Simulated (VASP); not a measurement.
TlCl:

```
CELL_PARAMETERS angstrom
3.83883 0.00000 0.00000
0.00000 3.83883 0.00000
0.00000 0.00000 3.83883
ATOMIC_POSITIONS crystal
Tl 0.00000 0.00000 0.00000
Cl 0.50000 0.50000 0.50000
```

Program: VASP 6.6.1. Alike in all runs: task single point; no spin polarisation; cell as given; k mesh 4 × 4 × 4; smearing gaussian 0.01 eV. Hardware: 1 thread of Intel(R) Xeon(R) Platinum 8259CL CPU @ 2.50GHz (Skylake/Cascade Lake), on a shared host.

Q: Order these runs on this cell by their wall time, lowest first.
A. level LDA; potentials or basis VASP PAW LDA potentials, release 64 (Tl_d, Cl); cutoff (eV) 500
B. level r2SCAN; potentials or basis VASP PAW PBE potentials, release 64 (Tl_d, Cl); cutoff (eV) 550
C. level HSE06; potentials or basis VASP PAW PBE potentials, release 64 (Tl_d, Cl); cutoff (eV) 400; grid for exact exchange (PRECFOCK) Normal; screening parameter 0.2079 1/Å

A: A (6 s), B (41 s), C (390 s).
